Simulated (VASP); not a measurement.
A run of VASP 6.6.1:

The input INCAR:

```
SYSTEM = La
  PREC = Accurate
  ENCUT = 520
  EDIFF = 1E-6
  ISMEAR = -1
  SIGMA = 0.08
  LREAL = .False.
  LASPH = .True.
  NELM = 80
  ALGO = Normal
  ISIF = 2
  LWAVE = .False.
  LCHARG = .False.
  GGA = PS
  NBANDS = 12
```

File KPOINTS:

```
regular mesh
0
Gamma
  12 12 12
  0 0 0
```

POSCAR

```
La
1.0
   -2.0599466938      2.0599466938      2.0599466938
    2.0599466938     -2.0599466938      2.0599466938
    2.0599466938      2.0599466938     -2.0599466938
La
1
Direct
    0.0000000000      0.0000000000      0.0000000000
```

Potentials or basis: VASP PAW PBE potentials, release 64 (La).

Launch:

```console
$ cat potpaw_PBE.64/La/POTCAR > POTCAR
$ mpirun -np 1 vasp_std > vasp.out
```

Hardware: 1 thread of Intel(R) Xeon(R) Platinum 8259CL CPU @ 2.50GHz (Skylake/Cascade Lake), with other jobs on the host.

Problem. How long does it take, and how much memory?

Solution. Wall time 41 s on 1 thread of Intel(R) Xeon(R) Platinum 8259CL CPU @ 2.50GHz (Skylake/Cascade Lake), on a shared host, peak memory 0.18 GiB. Counts: scf iterations 11, k points 72.
